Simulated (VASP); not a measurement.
# AlGa2As3 (P4/mmm) in VASP: a series of runs, part 2 of 2

VASP 6.6.1. The steps go on from the part before.

## 4. Relaxation of cell and atoms, PBE

Input file INCAR:

```
SYSTEM = AlGa2As3
PREC = Accurate
ENCUT = 600
EDIFF = 1E-7
ISMEAR = 0
SIGMA = 0.1
LREAL = .False.
LASPH = .True.
NELM = 60
ALGO = Normal
ISIF = 3
LWAVE = .False.
LCHARG = .False.
GGA = PE
IBRION = 2
NSW = 90
EDIFFG = -0.04
```

Input file KPOINTS:

```
Automatic mesh
0
Gamma
  6 6 2
  0 0 0
```

Input file POSCAR:

```
AlGa2As3
1.0
    3.3972629700      0.0000000000      0.0000000000
    0.0000000000      3.3972629700      0.0000000000
    0.0000000000      0.0000000000     10.2856732900
Al Ga As
1 2 3
Direct
    0.5000000000      0.5000000000      0.0000000000
    0.5000000000      0.5000000000      0.3248246900
    0.5000000000      0.5000000000      0.6751753100
    0.0000000000      0.0000000000      0.8390681100
    0.0000000000      0.0000000000      0.1609318900
    0.0000000000      0.0000000000      0.5000000000
```

Potentials or basis: VASP PAW PBE potentials, release 64 (Al, Ga_d, As).

Started as:

```
cat potpaw_PBE.64/Al/POTCAR potpaw_PBE.64/Ga_d/POTCAR potpaw_PBE.64/As/POTCAR > POTCAR
mpirun -np 1 vasp_std > vasp.out
```

OUTCAR:

```text
SYSTEM = AlGa2As3
   PREC = Accurate
   ENCUT = 600
   EDIFF = 1E-7
   ISMEAR = 0
   LREAL = .False.
   LASPH = .True.
   NELM = 60
   ISIF = 3
   GGA = PE
   IBRION = 2
   NSW = 90
   EDIFFG = -0.04

 ion  position               nearest neighbor table
   1  0.500  0.500  0.000-   4 2.92   5 2.92   4 2.92   5 2.92   4 2.92   5 2.92   4 2.92   5 2.92

   2  0.500  0.500  0.325-
   3  0.500  0.500  0.675-
   4  0.000  0.000  0.839-   1 2.92   1 2.92   1 2.92   1 2.92
   5  0.000  0.000  0.161-   1 2.92   1 2.92   1 2.92   1 2.92
   6  0.000  0.000  0.500-

  LATTYP: Found a simple tetragonal cell.
 ALAT       =     3.3972629700
 C/A-ratio  =     3.0276352996

  Lattice vectors:

 A1 = (   3.3972629700,   0.0000000000,   0.0000000000)
 A2 = (   0.0000000000,   3.3972629700,   0.0000000000)
 A3 = (   0.0000000000,   0.0000000000,  10.2856732900)

Analysis of symmetry for initial positions (statically):
=====================================================================
 Subroutine PRICEL returns:
 Original cell was already a primitive cell.

 Routine SETGRP: Setting up the symmetry group for a
 simple tetragonal supercell.

 Subroutine GETGRP returns: Found 16 space group operations
 (whereof 16 operations were pure point group operations)
 out of a pool of 16 trial point group operations.

The static configuration has the point symmetry D_4h.

Analysis of symmetry for dynamics (positions and initial velocities):
=====================================================================
 Subroutine PRICEL returns:
 Original cell was already a primitive cell.

 Routine SETGRP: Setting up the symmetry group for a
 simple tetragonal supercell.

 Subroutine GETGRP returns: Found 16 space group operations
 (whereof 16 operations were pure point group operations)
 out of a pool of 16 trial point group operations.

[... 122 lines left out ...]
     AMIX     =   0.40;   BMIX     =  1.00
     AMIX_MAG =   1.60;   BMIX_MAG =  1.00
  volume/ion in A,a.u.               =      19.79       133.52
  Fermi-wavevector in a.u.,A,eV,Ry     =   1.175968  2.222257 18.815495  1.382900
  Thomas-Fermi vector in A             =   2.312339
   LORBIT       =      0    0 simple, 1 ext, 2 COOP (PROOUT), +10 PAW based schemes
   GGA     = PE    functional components
   LHFCALC =     F    Hartree Fock is set to
   AEXX    =    0.0000 exact exchange contribution
   IVDW    =     0    specifies the selected vdW correction
   LEPSILON=     F    determine dielectric tensor
   LRPA    =     F    only Hartree local field effects (RPA)
 conjugate gradient relaxation of ions
 non-spin polarized calculation
 Gauss-broadening in eV      SIGMA  =   0.10
  energy-cutoff  :      600.00
  volume of cell :      118.71
 maximum number of plane-waves:      4008
 NGX is ok and might be reduce to    28
   NGX = 13   NGY = 13   NGZ = 41

--------------------------------------- Ionic step        1  -------------------------------------------

 number of electron      44.0000010 magnetization

 Free energy of the ion-electron system (eV)
  ---------------------------------------------------
  ext. energy  EPLUGINS =         0.00000000
  ---------------------------------------------------
  free energy    TOTEN  =       -22.51108347 eV

  energy without entropy =      -22.48883999  energy(sigma->0) =      -22.49996173

------------------------ aborting loop because EDIFF is reached ----------------------------------------

  FORCE on cell =-STRESS in cart. coord.  units (eV):
  Direction    XX          YY          ZZ          XY          YZ          ZX
  --------------------------------------------------------------------------------------
  -------------------------------------------------------------------------------------
  Total       -2.8400831     -2.8400831     -2.0709380      0.0000000      0.0000000      0.0000000
  in kB      -38.3310378    -38.3310378    -27.9503096      0.0000000      0.0000000      0.0000000
  external PRESSURE =     -34.8707951 kB  Pullay stress =       0.0000000 kB
[... 101 lines left out ...]
  FREE ENERGIE OF THE ION-ELECTRON SYSTEM (eV)
  ---------------------------------------------------
  free  energy   TOTEN  =       -22.6156369076 eV

  energy  without entropy=      -22.5978521907  energy(sigma->0) =      -22.60674455

[... ionic steps 4 to 14 ...]

--------------------------------------- Ionic step       15  -------------------------------------------

 number of electron      44.0000013 magnetization

------------------------ aborting loop because EDIFF is reached ----------------------------------------
[... 75 lines left out ...]
--------------------------------------- Ionic step       17  -------------------------------------------

 number of electron      44.0000013 magnetization

 Free energy of the ion-electron system (eV)
  ---------------------------------------------------
  ext. energy  EPLUGINS =         0.00000000
  ---------------------------------------------------
  free energy    TOTEN  =       -22.77733592 eV

  energy without entropy =      -22.77007631  energy(sigma->0) =      -22.77370612

 E-fermi :   5.7461     XC(G=0): -10.4509

 val. band max:        5.6390690611   @ k =   0.5000   0.5000   0.5000
 cond. band min:       5.7708492905   @ k =   0.3333   0.1667   0.5000
 fundamental gap:      0.1317802294
 Fermi energy:         5.7460760525

 k-point     1 :       0.0000    0.0000    0.0000
  band No.  band energies     occupation
      1      -9.0064      2.00000
      2      -9.0030      2.00000
      3      -8.9816      2.00000
      4      -8.9470      2.00000
      5      -8.9291      2.00000
      6      -8.9291      2.00000
[... 602 lines left out ...]
  FREE ENERGIE OF THE ION-ELECTRON SYSTEM (eV)
  ---------------------------------------------------
  free  energy   TOTEN  =       -22.7773359241 eV

  energy  without entropy=      -22.7700763115  energy(sigma->0) =      -22.77370612

 reached required accuracy - stopping structural energy minimisation
```

CONTCAR:

```text
AlGa2As3
   1.00000000000000
     3.3226055692896530   -0.0000000000000000    0.0000000000000000
    -0.0000000000000000    3.3226055692896530   -0.0000000000000000
    -0.0000000000000000   -0.0000000000000000   10.6867066950837177
  Al              Ga              As
     1     2     3
Direct
     0.5000000000000000    0.5000000000000000    0.0000000000000000
     0.5000000000000000    0.5000000000000000    0.3378995746600402
     0.5000000000000000    0.5000000000000000    0.6621004253399601
     0.0000000000000000    0.0000000000000000    0.8670874758653693
     1.0000000000000000    0.0000000000000000    0.1329125241346310
     0.0000000000000000    0.0000000000000000    0.5000000000000000

  0.00000000E+00  0.00000000E+00  0.00000000E+00
  0.00000000E+00  0.00000000E+00  0.00000000E+00
  0.00000000E+00  0.00000000E+00  0.00000000E+00
  0.00000000E+00  0.00000000E+00  0.00000000E+00
  0.00000000E+00  0.00000000E+00  0.00000000E+00
  0.00000000E+00  0.00000000E+00  0.00000000E+00
```

Run time: 5.6 min. Hardware: 1 thread of Intel Xeon 6975P-C (Granite Rapids), shared host; peak memory 0.3 GiB.

What came out:

- Free energy: -22.7773 eV
- Relaxed volume: 19.66 Å³/atom
- Relaxed cell: a = 3.323 Å, b = 3.323 Å, c = 10.687 Å, α = 90.00°, β = 90.00°, γ = 90.00°
- Space group after relaxing (to 0.05 Å): P4/mmm (No. 123)
- Energy gained by relaxing: 44.4 meV/atom
- Ionic steps: 17
- Pressure after relaxing: -0.1 GPa
- Largest force after relaxing: 0.026 eV/Å

Forces on the atoms (eV/Å):
```
Al   0.000  0.000  0.000
Ga   0.000  0.000 -0.016
Ga   0.000  0.000  0.016
As   0.000  0.000 -0.026
As   0.000  0.000  0.026
As   0.000  0.000  0.000
```

The path:
| step | energy change (eV) | largest force (eV/Å) | pressure (GPa) | volume (Å³) |
| --- | --- | --- | --- | --- |
| 1 | 0.0000 | 0.4711 | -3.49 | 118.71 |
| 2 | -0.1044 | 0.4025 | 0.41 | 111.46 |
| 3 | -0.1046 | 0.3983 | 0.62 | 111.17 |
| 4 | -0.1302 | 0.3592 | 0.60 | 111.30 |
| 5 | -0.1834 | 0.2279 | 0.92 | 111.70 |
| 6 | -0.2108 | 0.2481 | 2.91 | 112.45 |
| 7 | -0.2140 | 0.1057 | 2.07 | 112.15 |
| 8 | -0.2424 | 0.1437 | 0.82 | 114.69 |
| 9 | -0.2536 | 0.1624 | -0.41 | 117.45 |
| 10 | -0.2536 | 0.1633 | -0.48 | 117.62 |
| 11 | -0.2598 | 0.1355 | -0.45 | 117.98 |
| 12 | -0.2636 | 0.0903 | -0.40 | 118.47 |
| 13 | -0.2637 | 0.0800 | -0.38 | 118.57 |
| 14 | -0.2655 | 0.0638 | 0.08 | 117.78 |
| 15 | -0.2655 | 0.0633 | 0.08 | 117.77 |
| 16 | -0.2659 | 0.0494 | 0.04 | 117.84 |
| 17 | -0.2663 | 0.0257 | -0.07 | 117.98 |

Final structure:
```cif
data_structure
_symmetry_space_group_name_H-M 'P 1'
_symmetry_Int_Tables_number 1
_cell_length_a 3.3226
_cell_length_b 3.3226
_cell_length_c 10.6867
_cell_angle_alpha 90.000
_cell_angle_beta 90.000
_cell_angle_gamma 90.000
_cell_volume 117.98
loop_
_atom_site_label
_atom_site_type_symbol
_atom_site_fract_x
_atom_site_fract_y
_atom_site_fract_z
_atom_site_occupancy
Al1 Al 0.50000 0.50000 0.00000 1
Ga1 Ga 0.50000 0.50000 0.33790 1
Ga2 Ga 0.50000 0.50000 0.66210 1
As1 As 0.00000 0.00000 0.86709 1
As2 As 0.00000 0.00000 0.13291 1
As3 As 0.00000 0.00000 0.50000 1
```

Levels at points of the mesh, in eV from the Fermi level:
```
           k point  band 20  band 21  band 22  band 23  band 24  band 25
(0.00, 0.00, 0.00)     0.47     0.47     1.06     1.06     1.18     2.03
(0.50, 0.00, 0.00)    -1.93     0.77     0.99     1.91     2.05     2.40
(0.50, 0.50, 0.00)    -3.29    -2.83    -2.67    -2.37    -1.00     0.49
(0.00, 0.00, 0.50)     0.29     0.35     0.48     1.27     1.27     2.62
(0.50, 0.00, 0.50)    -0.94    -0.40     0.77     1.15     2.01     2.45
(0.50, 0.50, 0.50)    -2.90    -2.90    -2.63    -1.87    -0.32    -0.32
```

Caveat: the bands computed are all filled at some k points, so no gap is given.

## 5. Single point, PBE

This run uses another cell than the first one, of 20.93 Å³/atom, 1.058 times its volume.

Input file INCAR:

```
SYSTEM = AlGa2As3
ALGO = Normal
EDIFF = 1E-6
ENCUT = 520
GGA = PE
ISIF = 2
ISMEAR = 0
LASPH = .True.
LCHARG = .True.
LELF = .True.
LREAL = .False.
LVHAR = .True.
LWAVE = .False.
NBANDS = 31
NELM = 60
PREC = Accurate
SIGMA = 0.1
```

Input file KPOINTS:

```
k-points
0
Gamma
  12 12 4
  0 0 0
```

Input file POSCAR:

```
AlGa2As3
1.0
    3.3718450617      0.0000000000      0.0000000000
    0.0000000000      3.3718450617      0.0000000000
    0.0000000000      0.0000000000     11.0479018287
Al Ga As
1 2 3
Direct
    0.5000000000      0.5000000000      0.0000000000
    0.5000000000      0.5000000000      0.3480433860
    0.5000000000      0.5000000000      0.6519566140
    0.0000000000      0.0000000000      0.8823436379
    0.0000000000      0.0000000000      0.1176563621
    0.0000000000      0.0000000000      0.5000000000
```

Potentials or basis: VASP PAW PBE potentials, release 64 (Al, Ga_d, As).

Started as:

```
cat potpaw_PBE.64/Al/POTCAR potpaw_PBE.64/Ga_d/POTCAR potpaw_PBE.64/As/POTCAR > POTCAR
mpirun -np 1 vasp_std > vasp.out
```

OUTCAR:

```text
SYSTEM = AlGa2As3
   EDIFF = 1E-6
   ENCUT = 520
   GGA = PE
   ISIF = 2
   ISMEAR = 0
   LASPH = .True.
   LREAL = .False.
   NELM = 60
   PREC = Accurate

 ion  position               nearest neighbor table
   1  0.500  0.500  0.000-   4 2.72   5 2.72   4 2.72   5 2.72   4 2.72   5 2.72   4 2.72   5 2.72

   2  0.500  0.500  0.348-   6 2.92   6 2.92   6 2.92   6 2.92
   3  0.500  0.500  0.652-   6 2.92   6 2.92   6 2.92   6 2.92
   4  0.000  0.000  0.882-   5 2.60   1 2.72   1 2.72   1 2.72   1 2.72
   5  0.000  0.000  0.118-   4 2.60   1 2.72   1 2.72   1 2.72   1 2.72
   6  0.000  0.000  0.500-   2 2.92   3 2.92   2 2.92   3 2.92   2 2.92   3 2.92   2 2.92   3 2.92

  LATTYP: Found a simple tetragonal cell.
 ALAT       =     3.3718450617
 C/A-ratio  =     3.2765152688

  Lattice vectors:

 A1 = (   3.3718450617,   0.0000000000,   0.0000000000)
 A2 = (   0.0000000000,   3.3718450617,   0.0000000000)
 A3 = (   0.0000000000,   0.0000000000,  11.0479018287)

Analysis of symmetry for initial positions (statically):
[... 178 lines left out ...]
  free energy    TOTEN  =       -22.81748198 eV

  energy without entropy =      -22.80864573  energy(sigma->0) =      -22.81306386

 E-fermi :   5.0669     XC(G=0): -10.0963

 val. band max:        5.0430773944   @ k =   0.2500   0.2500   0.0000
 cond. band min:       5.0769918963   @ k =   0.2500   0.1667   0.0000
 fundamental gap:      0.0339145019
 Fermi energy:         5.0669255191

 k-point     1 :       0.0000    0.0000    0.0000
  band No.  band energies     occupation
      1      -9.5897      2.00000
      2      -9.5854      2.00000
      3      -9.5722      2.00000
      4      -9.5287      2.00000
      5      -9.5229      2.00000
      6      -9.5229      2.00000
[... 805 lines left out ...]
     30       8.7441      0.00000
     31       9.5824      0.00000

 [... further k-points ...]
[... 5 lines left out ...]
  --------------------------------------------------------------------------------------
  -------------------------------------------------------------------------------------
  Total        0.1024190      0.1024190      0.1438638      0.0000000     -0.0000000      0.0000000
  in kB        1.3064001      1.3064001      1.8350468      0.0000000     -0.0000000      0.0000000
  external PRESSURE =       1.4826156 kB  Pullay stress =       0.0000000 kB

 VOLUME and BASIS-vectors are now :
 -----------------------------------------------------------------------------
  energy-cutoff  :      520.00
  volume of cell :      125.61
      direct lattice vectors                 reciprocal lattice vectors
     3.371845062  0.000000000  0.000000000     0.296573532  0.000000000  0.000000000
     0.000000000  3.371845062  0.000000000     0.000000000  0.296573532  0.000000000
     0.000000000  0.000000000 11.047901829     0.000000000  0.000000000  0.090514925

 POSITION                                       TOTAL-FORCE (eV/Angst)
 -----------------------------------------------------------------------------------
      1.68592      1.68592      0.00000         0.000000      0.000000      0.000000
      1.68592      1.68592      3.84515        -0.000000     -0.000000     -0.011115
      1.68592      1.68592      7.20275         0.000000     -0.000000      0.011115
      0.00000      0.00000      9.74805         0.000000      0.000000     -0.040838
      0.00000      0.00000      1.29986         0.000000      0.000000      0.040838
      0.00000      0.00000      5.52395         0.000000      0.000000      0.000000
 -----------------------------------------------------------------------------------
    total drift:                                0.000000     -0.000000      0.000000

  FREE ENERGIE OF THE ION-ELECTRON SYSTEM (eV)
  ---------------------------------------------------
  free  energy   TOTEN  =       -22.8174819789 eV

  energy  without entropy=      -22.8086457316  energy(sigma->0) =      -22.81306386
```

OSZICAR:

```text
N       E                     dE             d eps       ncg     rms          rms(c)
DAV:   1     0.303658082418E+03    0.30366E+03   -0.19395E+04  5511   0.178E+03
DAV:   2     0.154586581563E+02   -0.28820E+03   -0.27556E+03  5719   0.459E+02
DAV:   3    -0.215132900033E+02   -0.36972E+02   -0.35741E+02  6164   0.119E+02
DAV:   4    -0.230224344571E+02   -0.15091E+01   -0.14951E+01  6506   0.246E+01
DAV:   5    -0.230605742854E+02   -0.38140E-01   -0.38109E-01  6411   0.385E+00    0.389E+00
DAV:   6    -0.228445666629E+02    0.21601E+00   -0.37123E-01  6879   0.513E+00    0.221E+00
DAV:   7    -0.228218426161E+02    0.22724E-01   -0.14140E-01  6081   0.150E+00    0.734E-01
DAV:   8    -0.228182198404E+02    0.36228E-02   -0.21507E-02  6466   0.792E-01    0.269E-01
DAV:   9    -0.228175088740E+02    0.71097E-03   -0.37038E-03  6727   0.344E-01    0.864E-02
DAV:  10    -0.228174883842E+02    0.20490E-04   -0.71097E-04  6800   0.171E-01    0.401E-02
DAV:  11    -0.228174807922E+02    0.75920E-05   -0.93417E-05  6031   0.454E-02    0.164E-02
DAV:  12    -0.228174829717E+02   -0.21796E-05   -0.24270E-05  7071   0.308E-02    0.494E-03
DAV:  13    -0.228174819789E+02    0.99283E-06   -0.27283E-06  5411   0.108E-02
   1 F= -.22817482E+02 E0= -.22813064E+02  d E =-.883625E-02
```

It took 2 min on 1 thread of Intel Xeon 6975P-C (Granite Rapids), shared host; peak memory 0.44 GiB.

Results:

| Quantity | Value |
| --- | --- |
| Free energy | -22.8175 eV |
| Pressure | 0.1 GPa |
| Largest force | 0.041 eV/Å |
| Band gap on the k mesh | zero (band 22 reaches 6.68 eV, above the bottom of band 23 at 2.77 eV) |

Forces in eV/Å, atoms in the order of the input:
```
Al   0.000  0.000  0.000
Ga   0.000  0.000 -0.011
Ga   0.000  0.000  0.011
As   0.000  0.000 -0.041
As   0.000  0.000  0.041
As   0.000  0.000  0.000
```

Levels at points of the mesh, in eV from the Fermi level:
```tsv
k point	band 18	band 19	band 20	band 21	band 22	band 23	band 24	band 25	band 26	band 27
(0.00, 0.00, 0.00)	-1.21	-0.71	0.30	0.30	0.59	1.34	1.34	2.29	2.52	3.36
(0.50, 0.00, 0.00)	-3.52	-3.42	-1.51	0.24	1.61	1.64	1.90	2.54	3.52	3.68
(0.50, 0.50, 0.00)	-4.05	-2.82	-2.72	-2.72	-2.58	-2.30	-0.75	0.46	0.46	1.21
(0.00, 0.00, 0.50)	-1.20	0.19	0.26	0.26	0.64	1.41	1.41	1.78	2.94	3.36
(0.50, 0.00, 0.50)	-4.34	-2.42	-0.54	-0.19	0.24	1.62	1.89	2.56	3.72	3.94
(0.50, 0.50, 0.50)	-4.00	-3.20	-2.55	-2.55	-2.42	-2.08	-0.44	0.02	0.02	0.30
```

## 6. Summary

| task | cell | k mesh | cutoff (eV) | gap on the mesh (eV) | pressure (GPa) | largest force (eV/Å) |
| --- | --- | --- | --- | --- | --- | --- |
| single point | a = 3.397, b = 3.397, c = 10.286 Å, 6 atoms | 6 × 6 × 2 | 520 | none | -3.5 | 0.47 |
| single point | a = 3.318, b = 3.318, c = 11.083 Å, 6 atoms | 6 × 6 × 2 | 520 | none | 0.1 | 0.03 |
| relaxation of cell and atoms | relaxed from a = 3.397, b = 3.397, c = 10.286 Å, 6 atoms | 6 × 6 × 2 | 600 | - | -0.1 | 0.03 |
| single point | a = 3.372, b = 3.372, c = 11.048 Å, 6 atoms | 12 × 12 × 4 | 520 | none | 0.1 | 0.04 |

Alike in all rows: level PBE; potentials or basis VASP PAW PBE potentials, release 64 (Al, Ga_d, As); no spin polarisation; smearing gaussian 0.1 eV.

Caveats: the bands computed are all filled at some k points, so no gap is given (some runs).

Total energies depend on the potentials used, so only differences within one code and one set of settings carry meaning.
